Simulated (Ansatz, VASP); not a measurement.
Si: VASP beside Ansatz

```
Si
1.0
     0.00000    2.73445    2.73445
     2.73445    0.00000    2.73445
     2.73445    2.73445    0.00000
Si
2
Direct
  0.75000 0.75000 0.75000
  0.50000 0.50000 0.50000
```

Alike in both runs: functional PBE; k mesh 8 × 8 × 8; occupations gaussian, width 0.02 eV; no spin polarisation.

Ansatz relaxed the structure, and its values are those at the end. VASP's run is a single point on that final structure, the one shown.

```csv
,VASP,Ansatz
version,VASP 6.6.1,Ansatz 0.2.0
potentials or method,"VASP PAW PBE potentials, release 64 (Si)","scalar-relativistic, plane waves, norm-conserving potentials"
plane-wave cutoff (eV),500,490
valence electrons in the cell,8,8
```

```csv
,VASP,Ansatz,Ansatz less VASP
gap on the k mesh at the Fermi level (eV),0.65,0.65,-0.003
pressure (GPa),0.0,0.0,+0.02
```
